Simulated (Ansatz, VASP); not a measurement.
# Two plane-wave programs on Ge

Contents of INCAR:

```
SYSTEM = Ge
PREC = Accurate ; ENCUT = 600
EDIFF = 1E-6 ; ISMEAR = 0
SIGMA = 0.1 ; LREAL = .FALSE.
LASPH = .TRUE. ; NELM = 80
ALGO = Normal ; ISIF = 3
LWAVE = .FALSE. ; LCHARG = .FALSE.
GGA = PS ; IBRION = 2
NSW = 100 ; EDIFFG = -0.005
```

File KPOINTS:

```
Automatic mesh
0
G
  12 12 6
  0 0 0
```

The input POSCAR:

```
Ge
1.0
    3.9986409600      0.0000000000      0.0000000000
   -1.9993204800      3.4629246519      0.0000000000
    0.0000000000      0.0000000000      6.5920609005
Ge
4
Direct
    0.6666666667      0.3333333333      0.0627779680
    0.3333333333      0.6666666667      0.5627779680
    0.6666666667      0.3333333333      0.4372220320
    0.3333333333      0.6666666667      0.9372220320
```

Input for Ansatz:

```yaml
crystal:
  lattice:
    - [3.9986409602, 0.0, 0.0]
    - [-1.9993204801, 3.4629246522, 0.0]
    - [0.0, 0.0, 6.5920608992]
  atoms:
    - { symbol: Ge, position: [0.6666666667, 0.3333333333, 0.062777968] }
    - { symbol: Ge, position: [0.3333333333, 0.6666666667, 0.562777968] }
    - { symbol: Ge, position: [0.6666666667, 0.3333333333, 0.437222032] }
    - { symbol: Ge, position: [0.3333333333, 0.6666666667, 0.937222032] }
basis:
  ecutwfc: 420
kpoints:
  mp_grid: { grid: [12, 12, 6] }
hamiltonian:
  xc: pbesol
scf:
  occupations: { method: gaussian, width: 0.1 }
output:
  forces: true
  stress: true
  eigenvalues: true
  write_density: true
  write_potential: true
  elf: true
  volumetric_format: npy
relax:
  adjacent_minimum: "off"
  f_tol: 0.005
  max_steps: 80
  cell: { stress_tol: 0.05 }
```

Alike in both runs: task relaxation of cell and atoms; functional PBEsol; k mesh 12 × 12 × 6; occupations gaussian, width 0.1 eV; no spin polarisation.

|  | VASP | Ansatz |
| --- | --- | --- |
| version | VASP 6.6.1 | Ansatz 0.2.0 |
| potentials or method | VASP PAW PBE potentials, release 64 (Ge_d), cutoff 600 eV | scalar-relativistic, plane waves, PAW |
| valence electrons in the cell | 56 | 56 |

```csv
,VASP,Ansatz,Ansatz less VASP
"gap on the k mesh at the Fermi level, each at its own relaxed structure (eV)",none,none,-
relaxed volume (Å³/atom),22.79,22.82,+0.027
relaxed length of the cell vector where the two differ most in proportion (Å),6.590,6.596,+0.0061
```

VASP's potentials were made for PBE, not for PBEsol. A gap of «none» marks a metal or a gap that the smearing closes.
